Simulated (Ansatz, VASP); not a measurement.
**Two plane-wave programs on GaN**

File INCAR:

```
SYSTEM = GaN
  PREC = Accurate
  ENCUT = 520
  EDIFF = 1E-7
  ISMEAR = 0
  SIGMA = 0.05
  LREAL = .FALSE.
  LASPH = .TRUE.
  NELM = 100
  ALGO = Normal
  ISIF = 2
  LWAVE = .FALSE.
  LCHARG = .FALSE.
  GGA = PE
  NBANDS = 46
```

Contents of KPOINTS:

```
regular mesh
0
G
  6 6 6
  0 0 0
```

The input POSCAR:

```
GaN
1.0
    4.5484769745      0.0000000000      0.0000000000
    0.0000000000     -4.5484769745      0.0000000000
    0.0000000000      0.0000000000     -4.5484769745
Ga N
4 4
Direct
    0.0000000000      0.0000000000      0.0000000000
    0.5000000000      0.5000000000      0.0000000000
    0.5000000000      0.0000000000      0.5000000000
    0.0000000000      0.5000000000      0.5000000000
    0.7344539879      0.7344539879      0.7500000000
    0.2500000000      0.2500000000      0.7500000000
    0.2500000000      0.7500000000      0.2500000000
    0.7500000000      0.2500000000      0.2500000000
```

Input for Ansatz:

```yaml
crystal:
  lattice:
    - [4.5484769745, 0.0, 0.0]
    - [0.0, -4.5484769745, 0.0]
    - [0.0, 0.0, -4.5484769745]
  atoms:
    - { symbol: Ga, position: [0.0, 0.0, 0.0] }
    - { symbol: Ga, position: [0.5, 0.5, 0.0] }
    - { symbol: Ga, position: [0.5, 0.0, 0.5] }
    - { symbol: Ga, position: [0.0, 0.5, 0.5] }
    - { symbol: "N", position: [0.7344539879, 0.7344539879, 0.75] }
    - { symbol: "N", position: [0.25, 0.25, 0.75] }
    - { symbol: "N", position: [0.25, 0.75, 0.25] }
    - { symbol: "N", position: [0.75, 0.25, 0.25] }
basis:
  ecutwfc: 420
kpoints:
  mp_grid: { grid: [6, 6, 6] }
hamiltonian:
  xc: pbe
scf:
  occupations: { method: gaussian, width: 0.05 }
output:
  forces: true
  stress: true
  eigenvalues: true
```

Alike in both runs: task single point; functional PBE; k mesh 6 × 6 × 6; occupations gaussian, width 0.05 eV; no spin polarisation.

|  | VASP | Ansatz |
| --- | --- | --- |
| version | VASP 6.6.1 | Ansatz 0.2.0 |
| potentials or method | VASP PAW PBE potentials, release 64 (Ga_d, N), cutoff 520 eV | scalar-relativistic, plane waves, PAW |
| valence electrons in the cell | 72 | 72 |

```csv
,VASP,Ansatz,Ansatz less VASP
gap on the k mesh at the Fermi level (eV),1.49,1.49,-0.006
least direct gap on the mesh (eV),1.49,1.49,-0.006
pressure (GPa),0.4,0.3,-0.07
"traceless stress, the component that is largest in VASP (GPa)",0.88,0.90,+0.021
rms of the force components (eV/Å),0.389,0.393,+0.0043
```

Atom by atom the forces differ by 0.005 eV/Å (rms over components). With one functional, cell and mesh, what is left measures potentials, basis and numerics.
